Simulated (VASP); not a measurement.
# Cu (Fm-3m) in VASP: further runs

Runs on Cu. Level: LDA. Tasks: single point.

Everything below comes from runs of VASP 6.6.1. Logs are shortened: lines on timing, memory, paths and dates and some standing lists are left out, and cuts for length are marked.

## 1. The cell of the first run

Symmetry: Fm-3m, No. 225, cubic system. The conventional cell has a = 3.032 Å, b = 3.032 Å, c = 3.032 Å, α = 90.00°, β = 90.00°, γ = 90.00°. Cu (site symmetry m-3m) has 12 Cu at 2.14 Å within 2.8 Å.

## 2. Single point, LDA (volume scaled by 0.64)

Input file INCAR:

```
SYSTEM = Cu
ALGO     = Normal         ! electronic algorithm
EDIFF    = 1E-6           ! SCF threshold, eV
ENCUT    = 520            ! plane-wave cutoff, eV
GGA      = CA             ! functional
ISIF     = 2              ! what is computed and relaxed
ISMEAR   = -1             ! smearing method
LASPH    = .TRUE.         ! aspherical terms in the spheres
LCHARG   = .FALSE.        ! write CHGCAR
LREAL    = .FALSE.        ! projectors in reciprocal space
LWAVE    = .FALSE.        ! write WAVECAR
NBANDS   = 12             ! bands
NELM     = 60             ! most SCF steps
PREC     = Accurate       ! precision mode
SIGMA    = 0.05           ! smearing width, eV
```

Input file KPOINTS:

```
k-points
0
G
  18 18 18
  0 0 0
```

Input file POSCAR:

```
Cu
1.0
    0.0000000000      1.5161419840      1.5161419840
    1.5161419840      0.0000000000      1.5161419840
    1.5161419840      1.5161419840      0.0000000000
Cu
1
Direct
    0.0000000000      0.0000000000      0.0000000000
```

Potentials or basis: VASP PAW LDA potentials, release 64 (Cu).

Started as:

```sh
$ cat potpaw_LDA.64/Cu/POTCAR > POTCAR
$ mpirun -np 1 vasp_std > vasp.out
```

OUTCAR:

```text
SYSTEM = Cu
   EDIFF = 1E-6
   ENCUT = 520
   GGA = CA
   ISIF = 2
   ISMEAR = -1
   LASPH = .TRUE.
   LREAL = .FALSE.
   NELM = 60
   PREC = Accurate

 ion  position               nearest neighbor table
   1  0.000  0.000  0.000-

  LATTYP: Found a face centered cubic cell.
 ALAT       =     3.0322839680

  Lattice vectors:

 A1 = (   0.0000000000,   1.5161419840,   1.5161419840)
 A2 = (   1.5161419840,   0.0000000000,   1.5161419840)
 A3 = (   1.5161419840,   1.5161419840,   0.0000000000)

Analysis of symmetry for initial positions (statically):
=====================================================================
 Subroutine PRICEL returns:
 Original cell was already a primitive cell.

 Routine SETGRP: Setting up the symmetry group for a
 face centered cubic supercell.

 Subroutine GETGRP returns: Found 48 space group operations
 (whereof 48 operations were pure point group operations)
 out of a pool of 48 trial point group operations.

The static configuration has the point symmetry O_h .

Analysis of symmetry for dynamics (positions and initial velocities):
=====================================================================
 Subroutine PRICEL returns:
 Original cell was already a primitive cell.

 Routine SETGRP: Setting up the symmetry group for a
 face centered cubic supercell.

 Subroutine GETGRP returns: Found 48 space group operations
 (whereof 48 operations were pure point group operations)
 out of a pool of 48 trial point group operations.

The dynamic configuration has the point symmetry O_h .

 Subroutine INISYM returns: Found 48 space group operations
 (whereof 48 operations are pure point group operations),
 and found     1 'primitive' translations

----------------------------------------------------------------------------------------

                                     Primitive cell

  volume of cell :       6.9703

  direct lattice vectors                    reciprocal lattice vectors
     0.000000000  1.516141984  1.516141984    -0.329784417  0.329784417  0.329784417
     1.516141984  0.000000000  1.516141984     0.329784417 -0.329784417  0.329784417
     1.516141984  1.516141984  0.000000000     0.329784417  0.329784417 -0.329784417

  length of vectors
     2.144148556  2.144148556  2.144148556     0.571203365  0.571203365  0.571203365

  position of ions in fractional coordinates (direct lattice)
     0.000000000  0.000000000  0.000000000

  ion indices of the primitive-cell ions
   primitive index   ion index
                 1           1

----------------------------------------------------------------------------------------

 KPOINTS: k-points

Automatic generation of k-mesh.
 Grid dimensions read from file:
 generate k-points for:   18   18   18

 Generating k-lattice:

  Cartesian coordinates                     Fractional coordinates (reciprocal lattice)
    -0.018321356  0.018321356  0.018321356     0.055555556  0.000000000  0.000000000
     0.018321356 -0.018321356  0.018321356     0.000000000  0.055555556  0.000000000
     0.018321356  0.018321356 -0.018321356     0.000000000  0.000000000  0.055555556

  Length of vectors
     0.031733520  0.031733520  0.031733520

  Shift w.r.t. Gamma in fractional coordinates (k-lattice)
     0.000000000  0.000000000  0.000000000

 Subroutine IBZKPT returns following result:
 ===========================================

 Found    195 irreducible k-points:

 Following reciprocal coordinates:
            Coordinates               Weight
  0.000000  0.000000  0.000000      1.000000
  0.055556  0.000000  0.000000      8.000000
  0.111111  0.000000  0.000000      8.000000
  0.166667  0.000000  0.000000      8.000000
  0.222222  0.000000  0.000000      8.000000
  0.277778  0.000000  0.000000      8.000000
[... 16 lines left out ...]
 -0.277778  0.055556  0.000000     24.000000
 -0.222222  0.055556  0.000000     24.000000
 [... further k-points ...]
   k-points           NKPTS =    195   k-points in BZ     NKDIM =    195   number of bands    NBANDS=     12
   number of dos      NEDOS =    301   number of ions     NIONS =      1
   total plane-waves  NPLWV =   4096
   dimension x,y,z NGX =    16 NGY =   16 NGZ =   16
   dimension x,y,z NGXF=    32 NGYF=   32 NGZF=   32
   ions per type =               1
   NGX,Y,Z   is equivalent  to a cutoff of  12.41, 12.41, 12.41 a.u.
   NGXF,Y,Z  is equivalent  to a cutoff of  24.81, 24.81, 24.81 a.u.
 SYSTEM =  Cu
   PREC   = accura    normal or accurate (medium, high low for compatibility)
   ISTART =      0    job   : 0-new  1-cont  2-samecut
   ICHARG =      2    charge: 1-file 2-atom 10-const
   ISPIN  =      1    spin polarized calculation?
   LNONCOLLINEAR =      F non collinear calculations
   LSORBIT =      F    spin-orbit coupling
   LASPH  =      T    aspherical Exc in radial PAW
   ENCUT  =  520.0 eV  38.22 Ry    6.18 a.u.   3.99  3.99  3.99*2*pi/ulx,y,z
   NELM   =     60;   NELMIN=  2; NELMDL= -5     # of ELM steps
   EDIFF  = 0.1E-05   stopping-criterion for ELM
   LREAL  =      F    real-space projection
   EDIFFG = 0.1E-04   stopping-criterion for IOM
   NSW    =      0    number of steps for IOM
   IBRION =     -1    ionic relax: 0-MD 1-quasi-New 2-CG
   NFREE  =      0    steps in history (QN), initial steepest desc. (CG)
   ISIF   =      2    stress and relaxation
   ISYM   =      2    0-nonsym 1-usesym 2-fastsym
   POTIM  = 0.5000    time-step for ionic-motion
   TEBEG  =    0.0;   TEEND  =   0.0 temperature during run
   PSTRESS=    0.0 pullay stress
   NELECT =      11.0000    total number of electrons
   NUPDOWN=      -1.0000    fix difference up-down
   EMIN   =  10.00;   EMAX   =-10.00  energy-range for DOS
   EFERMI =   0.00;   METHOD = LEGACY
   ISMEAR =    -1;   SIGMA  =   0.05  broadening in eV -4-tet -1-fermi 0-gaus
   EFERMI_NEDOS =   21; number of points for ismear=-14 and -15
   IALGO  =     38    algorithm
   IMIX   =      4    mixing-type and parameters
     AMIX     =   0.40;   BMIX     =  1.00
     AMIX_MAG =   1.60;   BMIX_MAG =  1.00
  volume/ion in A,a.u.               =       6.97        47.04
  Fermi-wavevector in a.u.,A,eV,Ry     =   1.905998  3.601815 49.427649  3.632830
  Thomas-Fermi vector in A             =   2.943846
   LORBIT       =      0    0 simple, 1 ext, 2 COOP (PROOUT), +10 PAW based schemes
   GGA     = CA    functional components
   LHFCALC =     F    Hartree Fock is set to
   AEXX    =    0.0000 exact exchange contribution
   IVDW    =     0    specifies the selected vdW correction
   LEPSILON=     F    determine dielectric tensor
   LRPA    =     F    only Hartree local field effects (RPA)
 non-spin polarized calculation
  energy-cutoff  :      520.00
  volume of cell :        6.97
 maximum number of plane-waves:       198
   NGX =  7   NGY =  7   NGZ =  7

 number of electron      11.0000013 magnetization

 Free energy of the ion-electron system (eV)
  ---------------------------------------------------
  ext. energy  EPLUGINS =         0.00000000
  ---------------------------------------------------
  free energy    TOTEN  =        -2.68021539 eV

  energy without entropy =       -2.67841164  energy(sigma->0) =       -2.67931351

 E-fermi :  16.5000     XC(G=0): -16.4945

 val. band max:       16.4487301357   @ k =  -0.2222   0.2778   0.0556
 cond. band min:      16.5203758311   @ k =   0.4444   0.4444   0.0000
 fundamental gap:      0.0716456954
 Fermi energy:        16.5000461515

 k-point     1 :       0.0000    0.0000    0.0000
  band No.  band energies     occupation
      1       2.0773      2.00000
      2      10.8174      2.00000
      3      10.8174      2.00000
      4      10.8174      2.00000
      5      12.7036      2.00000
      6      12.7036      2.00000
      7      42.5113      0.00000
      8      49.6161      0.00000
      9      49.6161      0.00000
     10      49.6161      0.00000
     11      54.4174      0.00000
     12      54.4174      0.00000

 k-point     2 :       0.0556    0.0000    0.0000
  band No.  band energies     occupation
      1       2.2446      2.00000
      2      10.7581      2.00000
      3      10.8641      2.00000
      4      10.8641      2.00000
      5      12.6809      2.00000
      6      12.6809      2.00000
      7      42.3520      0.00000
      8      47.7550      0.00000
      9      49.4580      0.00000
     10      49.4580      0.00000
     11      54.6923      0.00000
     12      54.6923      0.00000

 k-point     3 :       0.1111    0.0000    0.0000
  band No.  band energies     occupation
      1       2.7361      2.00000
      2      10.5984      2.00000
      3      10.9855      2.00000
      4      10.9855      2.00000
      5      12.6322      2.00000
      6      12.6322      2.00000
      7      41.3605      0.00000
      8      45.3237      0.00000
      9      49.0936      0.00000
     10      49.0936      0.00000
     11      54.9344      0.00000
     12      55.2751      0.00000
[... 286 lines left out ...]
 k-point    23 :      -0.2778    0.0556    0.0000
  band No.  band energies     occupation
      1       5.9808      2.00000
      2      10.2812      2.00000
      3      11.0266      2.00000
      4      11.1309      2.00000
      5      12.8708      2.00000
      6      13.4854      2.00000
      7      31.3643      0.00000
      8      41.6381      0.00000
      9      46.3944      0.00000
     10      50.3868      0.00000
     11      51.5072      0.00000
     12      53.2207      0.00000

 k-point    24 :      -0.2222    0.0556    0.0000
  band No.  band energies     occupation
      1       4.9854      2.00000
      2      10.1354      2.00000
      3      11.1477      2.00000
      4      11.2373      2.00000
      5      12.5493      2.00000
      6      13.1199      2.00000
      7      34.5796      0.00000
      8      42.2254      0.00000
      9      47.0577      0.00000
     10      50.4334      0.00000
     11      53.0003      0.00000
     12      53.2971      0.00000

 [... further k-points ...]

------------------------ aborting loop because EDIFF is reached ----------------------------------------

  FORCE on cell =-STRESS in cart. coord.  units (eV):
  Direction    XX          YY          ZZ          XY          YZ          ZX
  --------------------------------------------------------------------------------------
  -------------------------------------------------------------------------------------
  Total       11.0736757     11.0736757     11.0736757      0.0000000      0.0000000      0.0000000
  in kB     2545.3808058   2545.3808058   2545.3808058      0.0000000      0.0000000      0.0000000
  external PRESSURE =    2545.3808058 kB  Pullay stress =       0.0000000 kB

 VOLUME and BASIS-vectors are now :
 -----------------------------------------------------------------------------
  energy-cutoff  :      520.00
  volume of cell :        6.97
      direct lattice vectors                 reciprocal lattice vectors
     0.000000000  1.516141984  1.516141984    -0.329784417  0.329784417  0.329784417
     1.516141984  0.000000000  1.516141984     0.329784417 -0.329784417  0.329784417
     1.516141984  1.516141984  0.000000000     0.329784417  0.329784417 -0.329784417

 POSITION                                       TOTAL-FORCE (eV/Angst)
 -----------------------------------------------------------------------------------
      0.00000      0.00000      0.00000        -0.000000      0.000000      0.000000
 -----------------------------------------------------------------------------------
    total drift:                                0.000000      0.000000      0.000000

  FREE ENERGIE OF THE ION-ELECTRON SYSTEM (eV)
  ---------------------------------------------------
  free  energy   TOTEN  =        -2.6802153896 eV

  energy  without entropy=       -2.6784116399  energy(sigma->0) =       -2.67931351
```

It took 4.6 s on 1 thread of Intel Xeon 6975P-C, shared host; peak memory 0.12 GiB.

Results:

```yaml
Free_energy: -2.6802 eV
Pressure: 254.5 GPa
```

[end of part 1 of 2]
